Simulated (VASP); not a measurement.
A run of VASP 6.6.1 is set up as follows.

POSCAR

```
Si2Mo
1.0
   -1.6000000000      1.6000000000      3.9305000000
    1.6000000000     -1.6000000000      3.9305000000
    1.6000000000      1.6000000000     -3.9305000000
Mo Si
1 2
Direct
    0.0000000000      0.0000000000      0.0000000000
    0.6670000000      0.6670000000      0.0000000000
    0.3330000000      0.3330000000      0.0000000000
```

The input INCAR.step1:

```
SYSTEM = Si2Mo
PREC = Accurate ; ENCUT = 520
EDIFF = 1E-5 ; ISMEAR = -1
SIGMA = 0.05 ; LREAL = .FALSE.
LASPH = .TRUE. ; NELM = 80
ALGO = Normal ; ISIF = 2
LWAVE = .TRUE. ; GGA = PE
NBANDS = 18 ; LUSENCCL = .FALSE.
```

Contents of INCAR.step2:

```
SYSTEM = Si2Mo
PREC = Accurate ; ENCUT = 520
EDIFF = 1E-6 ; ISMEAR = -1
SIGMA = 0.05 ; LREAL = .FALSE.
LASPH = .TRUE. ; NELM = 80
ALGO = Normal ; ISIF = 2
LWAVE = .FALSE. ; LCHARG = .TRUE.
GGA = PE ; LHFCALC = .TRUE.
AEXX = 0.25 ; HFSCREEN = 0.3
PRECFOCK = Normal ; LELF = .TRUE.
LVHAR = .TRUE. ; ISTART = 1
NBANDS = 18 ; LUSENCCL = .FALSE.
```

File KPOINTS:

```
Automatic mesh
0
G
  6 6 6
  0 0 0
```

Potentials or basis: VASP PAW PBE potentials, release 64 (Mo_sv, Si).

Run with:

```console
$ cat potpaw_PBE.64/Mo_sv/POTCAR potpaw_PBE.64/Si/POTCAR > POTCAR
$ cp INCAR.step1 INCAR
$ mpirun -np 1 vasp_std > vasp.out
$ cp INCAR.step2 INCAR
$ mpirun -np 1 vasp_std > vasp.out
```

Question: What does it give for the pressure?

Answer: -3.1 GPa.

Question: Estimate the largest force.

Answer: 0.421 eV/Å.

Forces on the atoms (eV/Å):
```
Mo   0.000  0.000  0.000
Si   0.000  0.000 -0.421
Si   0.000  0.000  0.421
```

Caveat: the k points lie up to 0.46 Å⁻¹ apart; the PAW data sets were made with another functional, which shifts forces and pressure a little.
